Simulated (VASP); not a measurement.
Input of a VASP 6.6.1 run:

Contents of INCAR:

```
SYSTEM = GaSi2S2
PREC = Accurate ; ENCUT = 500
EDIFF = 1E-6 ; ISMEAR = 0
SIGMA = 0.2 ; LREAL = .False.
LASPH = .True. ; NELM = 120
ALGO = Normal ; ISIF = 2
LWAVE = .False. ; LCHARG = .False.
GGA = PE ; NBANDS = 44
GGA_COMPAT = .False.
```

File KPOINTS:

```
regular mesh
0
Gamma
  3 3 3
  0 0 0
```

Contents of POSCAR:

```
GaSi2S2
1.0
    8.8616792298      0.0000000000      0.0000000000
    0.0000000000      8.8616792298      0.0000000000
    0.0000000000      0.0000000000      3.9131687587
Ga Si S
2 4 4
Direct
    0.0000000000      0.0000000000      0.5000000000
    0.5000000000      0.5000000000      0.0000000000
    0.1310614799      0.1310614799      0.0000000000
    0.8689385201      0.8689385201      0.0000000000
    0.3689385201      0.6310614799      0.5000000000
    0.6310614799      0.3689385201      0.5000000000
    0.7080748707      0.7080748707      0.0000000000
    0.2919251293      0.2919251293      0.0000000000
    0.7919251293      0.2080748707      0.5000000000
    0.2080748707      0.7919251293      0.5000000000
```

Potentials or basis: VASP PAW PBE potentials, release 64 (Ga_d, Si, S).

Command:

```bash
$ cat potpaw_PBE.64/Ga_d/POTCAR potpaw_PBE.64/Si/POTCAR potpaw_PBE.64/S/POTCAR > POTCAR
$ mpirun -np 1 vasp_std > vasp.out
```

Q: Estimate the band gap on the k mesh.

A: Zero (band 33 reaches 1.94 eV, above the bottom of band 34 at 1.08 eV).

Q: Predict the largest force.

A: 0.030 eV/Å.

Forces in eV/Å, atoms in the order of the input:
```
Ga   0.000  0.000  0.000
Ga   0.000  0.000  0.000
Si   0.021  0.021  0.000
Si  -0.021 -0.021  0.000
Si  -0.021  0.021  0.000
Si   0.021 -0.021  0.000
S    0.013  0.013  0.000
S   -0.013 -0.013  0.000
S   -0.013  0.013  0.000
S    0.013 -0.013  0.000
```

Caveat: the k points lie up to 0.54 Å⁻¹ apart.
